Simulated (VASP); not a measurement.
# C (Amm2) in VASP: notebook

The runs below take C through single point, with PBE.

The COD entry that gives the cell may itself be a prediction, so a difference from it is no test against experiment.

Program: VASP 6.6.1. These are calculated values, not measurements. Logs are shortened: lines on timing, memory, paths and dates and some standing lists are left out, and cuts for length are marked.

### Step 1. The cell of the first run

The structure is orthorhombic, space group Amm2 (No. 38). Conventional cell: a = 8.374 Å, b = 2.539 Å, c = 4.398 Å, α = 90.00°, β = 90.00°, γ = 90.00°. C (site symmetry m) has 4 C at 1.50 to 1.67 Å within 2.0 Å. Within 1.9 Å of C (site symmetry m) lie 4 C at 1.44 to 1.62 Å. Within 2.0 Å of C (site symmetry m) lie 4 C at 1.50 to 1.67 Å. Within 1.9 Å of C (site symmetry m) lie 4 C at 1.44 to 1.62 Å.

### Step 2. Single point, PBE

INCAR

```
PREC = Accurate
ENCUT = 520
EDIFF = 1E-6
ISMEAR = 0
SIGMA = 0.05
LREAL = False
LASPH = True
NELM = 100
ALGO = Normal
ISIF = 2
LWAVE = False
LCHARG = True
GGA = PE
LELF = True
LVHAR = True
NBANDS = 26
```

KPOINTS

```
Automatic mesh
0
Gamma
  12 12 4
```

POSCAR

```
C
1.0
    2.5389641516      0.0000000000      0.0000000000
   -1.2694820758      2.1988074546      0.0000000000
    0.0000000000      0.0000000000      8.3736208784
C
8
Direct
   -0.0137570027     -0.0275140053      0.0929732494
   -0.0137570027     -0.0275140053      0.5929732494
   -0.0137570027     -0.0275140053      0.4070267506
   -0.0137570027     -0.0275140053      0.9070267506
    0.3470903360      0.6941806720      0.1555299995
    0.6804236693      0.3608473387      0.6555299995
    0.3470903360      0.6941806720      0.3444700005
    0.6804236693      0.3608473387      0.8444700005
```

Potentials or basis: VASP PAW PBE potentials, release 64 (C).

The run is started by

```console
$ cat potpaw_PBE.64/C/POTCAR > POTCAR
$ mpirun -np 1 vasp_std > vasp.out
```

OUTCAR:

```text
PREC = Accurate
   ENCUT = 520
   EDIFF = 1E-6
   ISMEAR = 0
   LREAL = False
   LASPH = True
   NELM = 100
   ISIF = 2
   GGA = PE

 ion  position               nearest neighbor table
   1  0.986  0.972  0.093-   5 1.50   5 1.50   4 1.56   5 1.67
   2  0.986  0.972  0.593-   6 1.44   3 1.56   6 1.62   6 1.62
   3  0.986  0.972  0.407-   7 1.50   7 1.50   2 1.56   7 1.67
   4  0.986  0.972  0.907-   8 1.44   1 1.56   8 1.62   8 1.62
   5  0.347  0.694  0.156-   1 1.50   1 1.50   7 1.58   1 1.67
   6  0.680  0.361  0.656-   2 1.44   8 1.58   2 1.62   2 1.62
   7  0.347  0.694  0.344-   3 1.50   3 1.50   5 1.58   3 1.67
   8  0.680  0.361  0.844-   4 1.44   6 1.58   4 1.62   4 1.62

  LATTYP: Found a hexagonal cell.
 ALAT       =     2.5389641516
 C/A-ratio  =     3.2980461237

  Lattice vectors:

 A1 = (   2.5389641516,   0.0000000000,   0.0000000000)
 A2 = (  -1.2694820758,   2.1988074546,   0.0000000000)
 A3 = (   0.0000000000,   0.0000000000,   8.3736208784)

Analysis of symmetry for initial positions (statically):
=====================================================================
 Subroutine PRICEL returns:
 Original cell was already a primitive cell.

 Routine SETGRP: Setting up the symmetry group for a
 hexagonal supercell.

 Subroutine GETGRP returns: Found  4 space group operations
 (whereof  2 operations were pure point group operations)
 out of a pool of 24 trial point group operations.

The static configuration has the point symmetry C_1h.
 The point group associated with its full space group is C_2v.

Analysis of symmetry for dynamics (positions and initial velocities):
=====================================================================
 Subroutine PRICEL returns:
 Original cell was already a primitive cell.

 Routine SETGRP: Setting up the symmetry group for a
 hexagonal supercell.

 Subroutine GETGRP returns: Found  4 space group operations
 (whereof  2 operations were pure point group operations)
 out of a pool of 24 trial point group operations.

The dynamic configuration has the point symmetry C_1h.
 The point group associated with its full space group is C_2v.

 Subroutine INISYM returns: Found  4 space group operations
 (whereof  2 operations are pure point group operations),
 and found     1 'primitive' translations
[... 107 lines left out ...]
   EDIFF  = 0.1E-05   stopping-criterion for ELM
   LREAL  =      F    real-space projection
   EDIFFG = 0.1E-04   stopping-criterion for IOM
   NSW    =      0    number of steps for IOM
   IBRION =     -1    ionic relax: 0-MD 1-quasi-New 2-CG
   NFREE  =      0    steps in history (QN), initial steepest desc. (CG)
   ISIF   =      2    stress and relaxation
   ISYM   =      2    0-nonsym 1-usesym 2-fastsym
   POTIM  = 0.5000    time-step for ionic-motion
   TEBEG  =    0.0;   TEEND  =   0.0 temperature during run
   PSTRESS=    0.0 pullay stress
   NELECT =      32.0000    total number of electrons
   NUPDOWN=      -1.0000    fix difference up-down
   EMIN   =  10.00;   EMAX   =-10.00  energy-range for DOS
   EFERMI =   0.00;   METHOD = LEGACY
   ISMEAR =     0;   SIGMA  =   0.05  broadening in eV -4-tet -1-fermi 0-gaus
   EFERMI_NEDOS =   21; number of points for ismear=-14 and -15
   IALGO  =     38    algorithm
   IMIX   =      4    mixing-type and parameters
     AMIX     =   0.40;   BMIX     =  1.00
     AMIX_MAG =   1.60;   BMIX_MAG =  1.00
  volume/ion in A,a.u.               =       5.84        39.43
  Fermi-wavevector in a.u.,A,eV,Ry     =   1.442799  2.726495 28.322822  2.081669
  Thomas-Fermi vector in A             =   2.561278
   LORBIT       =      0    0 simple, 1 ext, 2 COOP (PROOUT), +10 PAW based schemes
   GGA     = PE    functional components
   LHFCALC =     F    Hartree Fock is set to
   AEXX    =    0.0000 exact exchange contribution
   IVDW    =     0    specifies the selected vdW correction
   LEPSILON=     F    determine dielectric tensor
   LRPA    =     F    only Hartree local field effects (RPA)
 non-spin polarized calculation
 Gauss-broadening in eV      SIGMA  =   0.05
  energy-cutoff  :      520.00
  volume of cell :       46.75
 maximum number of plane-waves:      1279
   NGX =  9   NGY =  9   NGZ = 31

 number of electron      31.9999998 magnetization

 Free energy of the ion-electron system (eV)
  ---------------------------------------------------
  ext. energy  EPLUGINS =         0.00000000
  ---------------------------------------------------
  free energy    TOTEN  =       -71.77205282 eV

  energy without entropy =      -71.77205282  energy(sigma->0) =      -71.77205282

 E-fermi :  10.5261     XC(G=0): -13.0976

 val. band max:       10.2389921633   @ k =   0.0000   0.0000   0.0000
 cond. band min:      13.2184358330   @ k =   0.5000   0.0000   0.0000
 fundamental gap:      2.9794436697
 Fermi energy:        10.5261278792

 k-point     1 :       0.0000    0.0000    0.0000
  band No.  band energies     occupation
      1     -11.8344      2.00000
      2     -10.2308      2.00000
      3     -10.1285      2.00000
      4      -6.3602      2.00000
      5      -3.7871      2.00000
      6       2.6509      2.00000
[... 685 lines left out ...]
     25      20.2496      0.00000
     26      21.4758      0.00000

 [... further k-points ...]

------------------------ aborting loop because EDIFF is reached ----------------------------------------

  FORCE on cell =-STRESS in cart. coord.  units (eV):
  Direction    XX          YY          ZZ          XY          YZ          ZX
  --------------------------------------------------------------------------------------
  -------------------------------------------------------------------------------------
  Total       -1.7605750     -0.1553533     -1.9632420      0.0000000      0.0000000      0.0000000
  in kB      -60.3403814     -5.3244417    -67.2864106      0.0000000      0.0000000      0.0000000
  external PRESSURE =     -44.3170779 kB  Pullay stress =       0.0000000 kB

 VOLUME and BASIS-vectors are now :
 -----------------------------------------------------------------------------
  energy-cutoff  :      520.00
  volume of cell :       46.75
      direct lattice vectors                 reciprocal lattice vectors
     2.538964152  0.000000000  0.000000000     0.393861410  0.227395991  0.000000000
    -1.269482076  2.198807455  0.000000000     0.000000000  0.454791982  0.000000000
     0.000000000  0.000000000  8.373620878     0.000000000  0.000000000  0.119422651

 POSITION                                       TOTAL-FORCE (eV/Angst)
 -----------------------------------------------------------------------------------
      1.26948      2.13831      0.77852        -0.000000      3.009655     -0.413230
      1.26948      2.13831      4.96533         0.000000      4.129510     -0.520933
      1.26948      2.13831      3.40829        -0.000000      3.009655      0.413230
      1.26948      2.13831      7.59510         0.000000      4.129510      0.520933
      0.00000      1.52637      1.30235        -0.000000     -3.016267      0.430663
      1.26948      0.79343      5.48916         0.000000     -4.122897      0.536279
      0.00000      1.52637      2.88446        -0.000000     -3.016267     -0.430663
      1.26948      0.79343      7.07127         0.000000     -4.122897     -0.536279
 -----------------------------------------------------------------------------------
    total drift:                                0.000000     -0.000195     -0.000000

  FREE ENERGIE OF THE ION-ELECTRON SYSTEM (eV)
  ---------------------------------------------------
  free  energy   TOTEN  =       -71.7720528189 eV

  energy  without entropy=      -71.7720528189  energy(sigma->0) =      -71.77205282
```

OSZICAR:

```text
N       E                     dE             d eps       ncg     rms          rms(c)
DAV:   1     0.632883050555E+02    0.63288E+02   -0.16532E+04  6708   0.119E+03
DAV:   2    -0.690088903562E+02   -0.13230E+03   -0.12425E+03  8798   0.228E+02
DAV:   3    -0.741542256096E+02   -0.51453E+01   -0.50977E+01  9080   0.397E+01
DAV:   4    -0.742047586248E+02   -0.50533E-01   -0.50421E-01  8464   0.432E+00
DAV:   5    -0.742056714887E+02   -0.91286E-03   -0.91184E-03  8978   0.527E-01    0.109E+01
DAV:   6    -0.723770661308E+02    0.18286E+01   -0.12225E+00  7700   0.597E+00    0.647E+00
DAV:   7    -0.717681665416E+02    0.60890E+00   -0.15130E+00  8022   0.684E+00    0.137E+00
DAV:   8    -0.717717501956E+02   -0.35837E-02   -0.42792E-02  8556   0.115E+00    0.108E-01
DAV:   9    -0.717719652227E+02   -0.21503E-03   -0.76735E-04  8950   0.179E-01    0.407E-02
DAV:  10    -0.717720359879E+02   -0.70765E-04   -0.69022E-05  8274   0.565E-02    0.152E-02
DAV:  11    -0.717720523012E+02   -0.16313E-04   -0.14928E-05  8344   0.260E-02    0.334E-03
DAV:  12    -0.717720528189E+02   -0.51776E-06   -0.54277E-07  6112   0.568E-03
   1 F= -.71772053E+02 E0= -.71772053E+02  d E =-.233065E-18
```

stdout:

```text
POSCAR found type information on POSCAR C
 POSCAR found :  1 types and       8 ions
 scaLAPACK will be used
 LDA part: xc-table for (Slater+PW92), standard interpolation
 POSCAR, INCAR and KPOINTS ok, starting setup
 FFT: planning ... GRIDC
 FFT: planning ... GRID_SOFT
 FFT: planning ... GRID
 WAVECAR not read
 entering main loop
```

Wall time 1.9 min (1 thread of Intel Xeon 6975P-C, shared host); peak memory 0.23 GiB.

What came out:

```
Free energy            : -71.7721 eV
Pressure               : -4.4 GPa
Largest force          : 4.162 eV/Å
Band gap on the k mesh : 2.98 eV, indirect (least direct gap 3.36 eV)
```

Forces on the atoms (eV/Å):
```
C    0.000  3.010 -0.413
C    0.000  4.130 -0.521
C    0.000  3.010  0.413
C    0.000  4.130  0.521
C    0.000 -3.016  0.431
C    0.000 -4.123  0.536
C    0.000 -3.016 -0.431
C    0.000 -4.123 -0.536
```

Stress tensor (GPa, compression positive):
```
-6.03  0.00  0.00
 0.00 -0.53  0.00
 0.00  0.00 -6.73
```

Caveat: forces of over 1 eV/Å act on the atoms, so gaps and moduli don't describe the material at rest.

### Step 3. Single point, PBE

Changes to INCAR since step 2:

```diff
@@ -7,3 +7,3 @@
 LASPH = True
-NELM = 100
+NELM = 60
 ALGO = Normal
```

KPOINTS

```
regular mesh
0
Gamma
  12 12 4
```

POSCAR

```
C
1.0
    2.5389641516      0.0000000000      0.0000000000
   -1.2694820758      2.1988074546      0.0000000000
    0.0000000000      0.0000000000      8.3736208784
C
8
Direct
   -0.0027514005     -0.0055028011      0.0929732494
   -0.0027514005     -0.0055028011      0.5929732494
   -0.0027514005     -0.0055028011      0.4070267506
   -0.0027514005     -0.0055028011      0.9070267506
    0.3360847339      0.6721694677      0.1555299995
    0.6694180672      0.3388361344      0.6555299995
    0.3360847339      0.6721694677      0.3444700005
    0.6694180672      0.3388361344      0.8444700005
```

Potentials or basis: VASP PAW PBE potentials, release 64 (C).

The run is started by

```console
$ cat potpaw_PBE.64/C/POTCAR > POTCAR
$ mpirun -np 1 vasp_std > vasp.out
```

OUTCAR:

```text
PREC = Accurate
   ENCUT = 520
   EDIFF = 1E-6
   ISMEAR = 0
   LREAL = False
   LASPH = True
   NELM = 60
   ISIF = 2
   GGA = PE

 ion  position               nearest neighbor table
   1  0.997  0.994  0.093-   5 1.55   5 1.55   4 1.56   5 1.58
   2  0.997  0.994  0.593-   6 1.53   3 1.56   6 1.57   6 1.57
   3  0.997  0.994  0.407-   7 1.55   7 1.55   2 1.56   7 1.58
   4  0.997  0.994  0.907-   8 1.53   1 1.56   8 1.57   8 1.57
   5  0.336  0.672  0.156-   1 1.55   1 1.55   1 1.58   7 1.58
   6  0.669  0.339  0.656-   2 1.53   2 1.57   2 1.57   8 1.58
   7  0.336  0.672  0.344-   3 1.55   3 1.55   3 1.58   5 1.58
   8  0.669  0.339  0.844-   4 1.53   4 1.57   4 1.57   6 1.58

  LATTYP: Found a hexagonal cell.
 ALAT       =     2.5389641516
 C/A-ratio  =     3.2980461237

  Lattice vectors:

 A1 = (   2.5389641516,   0.0000000000,   0.0000000000)
 A2 = (  -1.2694820758,   2.1988074546,   0.0000000000)
 A3 = (   0.0000000000,   0.0000000000,   8.3736208784)

Analysis of symmetry for initial positions (statically):
=====================================================================
 Subroutine PRICEL returns:
 Original cell was already a primitive cell.

 Routine SETGRP: Setting up the symmetry group for a
 hexagonal supercell.

 Subroutine GETGRP returns: Found  4 space group operations
 (whereof  2 operations were pure point group operations)
 out of a pool of 24 trial point group operations.

The static configuration has the point symmetry C_1h.
 The point group associated with its full space group is C_2v.

Analysis of symmetry for dynamics (positions and initial velocities):
=====================================================================
 Subroutine PRICEL returns:
 Original cell was already a primitive cell.

[... 136 lines left out ...]
   EFERMI_NEDOS =   21; number of points for ismear=-14 and -15
   IALGO  =     38    algorithm
   IMIX   =      4    mixing-type and parameters
     AMIX     =   0.40;   BMIX     =  1.00
     AMIX_MAG =   1.60;   BMIX_MAG =  1.00
  volume/ion in A,a.u.               =       5.84        39.43
  Fermi-wavevector in a.u.,A,eV,Ry     =   1.442799  2.726495 28.322822  2.081669
  Thomas-Fermi vector in A             =   2.561278
   LORBIT       =      0    0 simple, 1 ext, 2 COOP (PROOUT), +10 PAW based schemes
   GGA     = PE    functional components
   LHFCALC =     F    Hartree Fock is set to
   AEXX    =    0.0000 exact exchange contribution
   IVDW    =     0    specifies the selected vdW correction
   LEPSILON=     F    determine dielectric tensor
   LRPA    =     F    only Hartree local field effects (RPA)
 non-spin polarized calculation
 Gauss-broadening in eV      SIGMA  =   0.05
  energy-cutoff  :      520.00
  volume of cell :       46.75
 maximum number of plane-waves:      1279
   NGX =  9   NGY =  9   NGZ = 31

 number of electron      31.9999996 magnetization

 Free energy of the ion-electron system (eV)
  ---------------------------------------------------
  ext. energy  EPLUGINS =         0.00000000
  ---------------------------------------------------
  free energy    TOTEN  =       -72.60361110 eV

  energy without entropy =      -72.60361110  energy(sigma->0) =      -72.60361110

 E-fermi :   9.6735     XC(G=0): -13.0999

 val. band max:        9.4726569666   @ k =   0.0000   0.0000   0.0000
 cond. band min:      13.8685473970   @ k =   0.4167   0.0000   0.0000
 fundamental gap:      4.3958904304
 Fermi energy:         9.6735107425

 k-point     1 :       0.0000    0.0000    0.0000
  band No.  band energies     occupation
      1     -11.7930      2.00000
      2     -10.1848      2.00000
      3     -10.0826      2.00000
      4      -6.2896      2.00000
      5      -3.7537      2.00000
      6       2.7251      2.00000
[... 685 lines left out ...]
     25      20.3039      0.00000
     26      21.1021      0.00000

 [... further k-points ...]
[... 5 lines left out ...]
  --------------------------------------------------------------------------------------
  -------------------------------------------------------------------------------------
  Total       -2.7809644     -2.7202328     -2.8235807      0.0000000      0.0000000      0.0000000
  in kB      -95.3122995    -93.2308399    -96.7728918      0.0000000      0.0000000      0.0000000
  external PRESSURE =     -95.1053438 kB  Pullay stress =       0.0000000 kB

 VOLUME and BASIS-vectors are now :
 -----------------------------------------------------------------------------
  energy-cutoff  :      520.00
  volume of cell :       46.75
      direct lattice vectors                 reciprocal lattice vectors
     2.538964152  0.000000000  0.000000000     0.393861410  0.227395991  0.000000000
    -1.269482076  2.198807455  0.000000000     0.000000000  0.454791982  0.000000000
     0.000000000  0.000000000  8.373620878     0.000000000  0.000000000  0.119422651

 POSITION                                       TOTAL-FORCE (eV/Angst)
 -----------------------------------------------------------------------------------
      1.26948      2.18671      0.77852         0.000000      0.695897     -0.011621
      1.26948      2.18671      4.96533         0.000000      0.740012     -0.012466
      1.26948      2.18671      3.40829         0.000000      0.695897      0.011621
      1.26948      2.18671      7.59510         0.000000      0.740012      0.012466
      0.00000      1.47797      1.30235        -0.000000     -0.696140      0.003013
      1.26948      0.74504      5.48916        -0.000000     -0.739769      0.003840
      0.00000      1.47797      2.88446        -0.000000     -0.696140     -0.003013
      1.26948      0.74504      7.07127        -0.000000     -0.739769     -0.003840
 -----------------------------------------------------------------------------------
    total drift:                               -0.000001     -0.000537     -0.000000

  FREE ENERGIE OF THE ION-ELECTRON SYSTEM (eV)
  ---------------------------------------------------
  free  energy   TOTEN  =       -72.6036110971 eV

  energy  without entropy=      -72.6036110971  energy(sigma->0) =      -72.60361110
```

Wall time 1.8 min (1 thread of Intel Xeon 6975P-C, shared host); peak memory 0.23 GiB.

Results:

```yaml
Free_energy: -72.6036 eV
Pressure: -9.5 GPa
Largest_force: 0.740 eV/Å
Band_gap_on_the_k_mesh: 4.40 eV, indirect (least direct gap 5.13 eV)
```

Forces in eV/Å, atoms in the order of the input:
```
C    0.000  0.696 -0.012
C    0.000  0.740 -0.012
C    0.000  0.696  0.012
C    0.000  0.740  0.012
C    0.000 -0.696  0.003
C    0.000 -0.740  0.004
C    0.000 -0.696 -0.003
C    0.000 -0.740 -0.004
```

A k mesh can miss the band edges. PBE gaps usually lie below the measured ones, often by a third to a half.

[end of part 1 of 2]
